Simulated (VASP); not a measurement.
# CdS (P6_3mc) in VASP: further runs, part 2 of 2

VASP 6.6.1. Earlier steps stand in the parts before.

## Step 5: Single point, PBE

Input file INCAR:

```
PREC = Accurate
ENCUT = 520
EDIFF = 1E-6
ISMEAR = 0
SIGMA = 0.01
LREAL = F
LASPH = T
NELM = 80
ALGO = Normal
ISIF = 2
LWAVE = F
LCHARG = F
GGA = PE
NBANDS = 26
```

Input file KPOINTS:

```
Automatic mesh
0
Gamma
  12 12 4
```

Input file POSCAR:

```
CdS
1.0
    4.1645591079      0.0000000000      0.0000000000
   -2.0822795540      3.6066139830      0.0000000000
    0.0000000000      0.0000000000      6.7662377157
Cd S
2 2
Direct
    0.6666666667      0.3333333333      0.5000478123
    0.3333333333      0.6666666667      0.0000478123
    0.6666666667      0.3333333333      0.8769521877
    0.3333333333      0.6666666667      0.3769521877
```

Potentials or basis: VASP PAW PBE potentials, release 64 (Cd, S).

Run with:

```sh
cat potpaw_PBE.64/Cd/POTCAR potpaw_PBE.64/S/POTCAR > POTCAR
mpirun -np 1 vasp_std > vasp.out
```

OUTCAR:

```text
PREC = Accurate
   ENCUT = 520
   EDIFF = 1E-6
   ISMEAR = 0
   LREAL = F
   LASPH = T
   NELM = 80
   ISIF = 2
   GGA = PE

 ion  position               nearest neighbor table
   1  0.667  0.333  0.500-   4 2.54   4 2.54   4 2.54   3 2.55
   2  0.333  0.667  0.000-   3 2.54   3 2.54   3 2.54   4 2.55
   3  0.667  0.333  0.877-   2 2.54   2 2.54   2 2.54   1 2.55
   4  0.333  0.667  0.377-   1 2.54   1 2.54   1 2.54   2 2.55

  LATTYP: Found a hexagonal cell.
 ALAT       =     4.1645591079
 C/A-ratio  =     1.6247188575

  Lattice vectors:

 A1 = (   4.1645591079,   0.0000000000,   0.0000000000)
 A2 = (  -2.0822795540,   3.6066139830,   0.0000000000)
 A3 = (   0.0000000000,   0.0000000000,   6.7662377157)

Analysis of symmetry for initial positions (statically):
=====================================================================
 Subroutine PRICEL returns:
 Original cell was already a primitive cell.

 Routine SETGRP: Setting up the symmetry group for a
 hexagonal supercell.

 Subroutine GETGRP returns: Found 12 space group operations
 (whereof  6 operations were pure point group operations)
 out of a pool of 24 trial point group operations.

The static configuration has the point symmetry C_3v.
 The point group associated with its full space group is C_6v.

Analysis of symmetry for dynamics (positions and initial velocities):
=====================================================================
 Subroutine PRICEL returns:
 Original cell was already a primitive cell.

 Routine SETGRP: Setting up the symmetry group for a
 hexagonal supercell.

 Subroutine GETGRP returns: Found 12 space group operations
 (whereof  6 operations were pure point group operations)
 out of a pool of 24 trial point group operations.

The dynamic configuration has the point symmetry C_3v.
 The point group associated with its full space group is C_6v.

 Subroutine INISYM returns: Found 12 space group operations
 (whereof  6 operations are pure point group operations),
 and found     1 'primitive' translations

----------------------------------------------------------------------------------------

                                     Primitive cell

  volume of cell :     101.6286

  direct lattice vectors                    reciprocal lattice vectors
     4.164559108  0.000000000  0.000000000     0.240121457  0.138634188  0.000000000
    -2.082279554  3.606613983  0.000000000     0.000000000  0.277268375  0.000000000
     0.000000000  0.000000000  6.766237716     0.000000000  0.000000000  0.147792620

  length of vectors
     4.164559108  4.164559108  6.766237716     0.277268375  0.277268375  0.147792620

  position of ions in fractional coordinates (direct lattice)
     0.666666667  0.333333333  0.500047812
     0.333333333  0.666666667  0.000047812
     0.666666667  0.333333333  0.876952188
     0.333333333  0.666666667  0.376952188

  ion indices of the primitive-cell ions
   primitive index   ion index
                 1           1
                 2           2
                 3           3
                 4           4

----------------------------------------------------------------------------------------

 KPOINTS: Automatic mesh

Automatic generation of k-mesh.
 Grid dimensions read from file:
 generate k-points for:   12   12    4

 Generating k-lattice:

  Cartesian coordinates                     Fractional coordinates (reciprocal lattice)
     0.020010121  0.011552849  0.000000000     0.083333333 -0.000000000  0.000000000
     0.000000000  0.023105698  0.000000000     0.000000000  0.083333333  0.000000000
     0.000000000  0.000000000  0.036948155     0.000000000  0.000000000  0.250000000

  Length of vectors
     0.023105698  0.023105698  0.036948155

  Shift w.r.t. Gamma in fractional coordinates (k-lattice)
     0.000000000  0.000000000  0.000000000

 Subroutine IBZKPT returns following result:
 ===========================================

 Found     57 irreducible k-points:

 Following reciprocal coordinates:
            Coordinates               Weight
  0.000000  0.000000  0.000000      1.000000
  0.083333  0.000000  0.000000      6.000000
  0.166667  0.000000  0.000000      6.000000
  0.250000  0.000000  0.000000      6.000000
  0.333333  0.000000  0.000000      6.000000
  0.416667  0.000000  0.000000      6.000000
[... 16 lines left out ...]
  0.250000  0.000000  0.250000     12.000000
  0.333333  0.000000  0.250000     12.000000
 [... further k-points ...]
   k-points           NKPTS =     57   k-points in BZ     NKDIM =     57   number of bands    NBANDS=     26
   number of dos      NEDOS =    301   number of ions     NIONS =      4
   total plane-waves  NPLWV =  51200
   dimension x,y,z NGX =    32 NGY =   32 NGZ =   50
   dimension x,y,z NGXF=    64 NGYF=   64 NGZF=  100
   ions per type =               2   2
   NGX,Y,Z   is equivalent  to a cutoff of  12.77, 12.77, 12.28 a.u.
   NGXF,Y,Z  is equivalent  to a cutoff of  25.55, 25.55, 24.57 a.u.
 SYSTEM =  unknown system
   PREC   = accura    normal or accurate (medium, high low for compatibility)
   ISTART =      0    job   : 0-new  1-cont  2-samecut
   ICHARG =      2    charge: 1-file 2-atom 10-const
   ISPIN  =      1    spin polarized calculation?
   LNONCOLLINEAR =      F non collinear calculations
   LSORBIT =      F    spin-orbit coupling
   LASPH  =      T    aspherical Exc in radial PAW
   ENCUT  =  520.0 eV  38.22 Ry    6.18 a.u.   7.74  7.74 12.58*2*pi/ulx,y,z
   NELM   =     80;   NELMIN=  2; NELMDL= -5     # of ELM steps
   EDIFF  = 0.1E-05   stopping-criterion for ELM
   LREAL  =      F    real-space projection
   EDIFFG = 0.1E-04   stopping-criterion for IOM
   NSW    =      0    number of steps for IOM
   IBRION =     -1    ionic relax: 0-MD 1-quasi-New 2-CG
   NFREE  =      0    steps in history (QN), initial steepest desc. (CG)
   ISIF   =      2    stress and relaxation
   ISYM   =      2    0-nonsym 1-usesym 2-fastsym
   POTIM  = 0.5000    time-step for ionic-motion
   TEBEG  =    0.0;   TEEND  =   0.0 temperature during run
   PSTRESS=    0.0 pullay stress
   NELECT =      36.0000    total number of electrons
   NUPDOWN=      -1.0000    fix difference up-down
   EMIN   =  10.00;   EMAX   =-10.00  energy-range for DOS
   EFERMI =   0.00;   METHOD = LEGACY
   ISMEAR =     0;   SIGMA  =   0.01  broadening in eV -4-tet -1-fermi 0-gaus
   EFERMI_NEDOS =   21; number of points for ismear=-14 and -15
   IALGO  =     38    algorithm
   IMIX   =      4    mixing-type and parameters
     AMIX     =   0.40;   BMIX     =  1.00
     AMIX_MAG =   1.60;   BMIX_MAG =  1.00
  volume/ion in A,a.u.               =      25.41       171.46
  Fermi-wavevector in a.u.,A,eV,Ry     =   1.158343  2.188950 18.255719  1.341758
  Thomas-Fermi vector in A             =   2.294946
   LORBIT       =      0    0 simple, 1 ext, 2 COOP (PROOUT), +10 PAW based schemes
   GGA     = PE    functional components
   LHFCALC =     F    Hartree Fock is set to
   AEXX    =    0.0000 exact exchange contribution
   IVDW    =     0    specifies the selected vdW correction
   LEPSILON=     F    determine dielectric tensor
   LRPA    =     F    only Hartree local field effects (RPA)
 non-spin polarized calculation
 Gauss-broadening in eV      SIGMA  =   0.01
  energy-cutoff  :      520.00
  volume of cell :      101.63
 maximum number of plane-waves:      2786
 NGX is ok and might be reduce to    32
   NGX = 15   NGY = 15   NGZ = 25

 number of electron      35.9999996 magnetization

 Free energy of the ion-electron system (eV)
  ---------------------------------------------------
  ext. energy  EPLUGINS =         0.00000000
  ---------------------------------------------------
  free energy    TOTEN  =       -12.28377101 eV

  energy without entropy =      -12.28377101  energy(sigma->0) =      -12.28377101

 E-fermi :   1.1803     XC(G=0):  -9.0324

 val. band max:        1.1089039813   @ k =   0.0000   0.0000   0.0000
 cond. band min:       2.2836545788   @ k =   0.0000   0.0000   0.0000
 fundamental gap:      1.1747505975
 Fermi energy:         1.1803405814

 k-point     1 :       0.0000    0.0000    0.0000
  band No.  band energies     occupation
      1     -11.1187      2.00000
      2     -10.7080      2.00000
      3      -6.5129      2.00000
      4      -6.5079      2.00000
      5      -6.5079      2.00000
      6      -6.4284      2.00000
[... 685 lines left out ...]
     25       8.9810      0.00000
     26      10.1463      0.00000

 [... further k-points ...]

------------------------ aborting loop because EDIFF is reached ----------------------------------------

  FORCE on cell =-STRESS in cart. coord.  units (eV):
  Direction    XX          YY          ZZ          XY          YZ          ZX
  --------------------------------------------------------------------------------------
  -------------------------------------------------------------------------------------
  Total        1.0598189      1.0598189      1.1113559     -0.0000000      0.0000000      0.0000000
  in kB       16.7080701     16.7080701     17.5205525     -0.0000000      0.0000000      0.0000000
  external PRESSURE =      16.9788975 kB  Pullay stress =       0.0000000 kB

 VOLUME and BASIS-vectors are now :
 -----------------------------------------------------------------------------
  energy-cutoff  :      520.00
  volume of cell :      101.63
      direct lattice vectors                 reciprocal lattice vectors
     4.164559108  0.000000000  0.000000000     0.240121457  0.138634188  0.000000000
    -2.082279554  3.606613983  0.000000000     0.000000000  0.277268375  0.000000000
     0.000000000  0.000000000  6.766237716     0.000000000  0.000000000  0.147792620

 POSITION                                       TOTAL-FORCE (eV/Angst)
 -----------------------------------------------------------------------------------
      2.08228      1.20220      3.38344         0.000000     -0.000000      0.000776
     -0.00000      2.40441      0.00032        -0.000000     -0.000000      0.000776
      2.08228      1.20220      5.93367         0.000000      0.000000     -0.000776
     -0.00000      2.40441      2.55055        -0.000000     -0.000000     -0.000776
 -----------------------------------------------------------------------------------
    total drift:                               -0.000000     -0.000000     -0.000576

  FREE ENERGIE OF THE ION-ELECTRON SYSTEM (eV)
  ---------------------------------------------------
  free  energy   TOTEN  =       -12.2837710073 eV

  energy  without entropy=      -12.2837710073  energy(sigma->0) =      -12.28377101
```

Wall time 2.3 min (1 thread of AMD EPYC 7R13, shared host); peak memory 0.26 GiB.

Results:

```
Free energy            : -12.2838 eV
Pressure               : 1.7 GPa
Band gap on the k mesh : 1.17 eV
```

Stress tensor (GPa, compression positive):
```
1.67 0.00 0.00
0.00 1.67 0.00
0.00 0.00 1.75
```

Levels at points of the mesh, in eV from the valence-band top:
```tsv
k point	band 15	band 16	band 17	band 18	band 19	band 20	band 21	band 22
(0.00, 0.00, 0.00)	-0.73	-0.04	0.00	0.00	1.17	2.76	6.48	6.48
(0.50, 0.00, 0.00)	-2.55	-1.81	-1.24	-0.73	3.68	3.88	5.12	6.35
(0.00, 0.00, 0.50)	-0.38	-0.38	-0.38	-0.38	2.81	2.81	6.17	6.17
(0.50, 0.00, 0.50)	-1.30	-1.30	-1.27	-1.27	3.48	3.48	5.37	5.37
```

## Step 6: Overview

| level | k mesh | gap on the mesh (eV) | pressure (GPa) |
| --- | --- | --- | --- |
| PBE | 6 × 6 × 4 | 1.17 | 1.7 |
| r2SCAN | 6 × 6 × 4 | 1.63 | 0.3 |
| PBE | 12 × 12 × 4 | 1.17 | 1.7 |

Alike in all rows: task single point; potentials or basis VASP PAW PBE potentials, release 64 (Cd, S); no spin polarisation; cell as given; cutoff (eV) 520; smearing gaussian 0.01 eV.

On the cell as given the gap runs from 1.17 eV (PBE) to 1.63 eV (r2SCAN); the meshes differ, which moves gaps too. The pressure there spans 0.3 GPa (r2SCAN) to 1.7 GPa (PBE); a positive pressure means that this level wants a larger cell, a negative one a smaller.

Caveats: the PAW data sets were made with another functional, which shifts forces and pressure a little (at least some runs).

Total energies depend on the potentials used, so only differences within one code and one set of settings carry meaning.
